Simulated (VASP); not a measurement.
Here is a VASP 6.6.1 calculation.

Contents of INCAR:

```
PREC = Accurate
ENCUT = 520
EDIFF = 1E-6
ISMEAR = 0
SIGMA = 0.1
LREAL = False
LASPH = True
NELM = 100
ALGO = Normal
ISIF = 2
LWAVE = False
LCHARG = False
LDIPOL = True
IDIPOL = 3
DIPOL = 0.5 0.5 0.288
GGA = PE
IVDW = 12
NBANDS = 18
```

KPOINTS

```
regular mesh
0
Gamma
  6 6 1
```

The input POSCAR:

```
P
1.0
    3.2666330744     -0.0000002511      0.0000000000
   -1.6333163197      2.8289873528      0.0000000000
    0.0000000000      0.0000000000     34.6790344000
P
4
Direct
    0.6666666667      0.3333333333      0.2407849527
    0.3333333333      0.6666666667      0.2050741846
    0.3333333333      0.6666666667      0.3716431418
    0.0000000000      0.0000000000      0.3359323737
```

Potentials or basis: VASP PAW PBE potentials, release 64 (P).

Launch:

```sh
$ cat potpaw_PBE.64/P/POTCAR > POTCAR
$ mpirun -np 1 vasp_std > vasp.out
```

Problem. Predict the band gap on the k mesh.

Solution. 1.20 eV (least direct gap 1.79 eV).

Problem. Predict the dispersion energy per atom.

Solution. -0.265 eV.

Problem. Estimate the largest force.

Solution. 0.094 eV/Å.

Forces on the atoms (eV/Å):
```
P    0.000  0.000 -0.094
P    0.000  0.000  0.093
P    0.000  0.000 -0.093
P    0.000  0.000  0.094
```
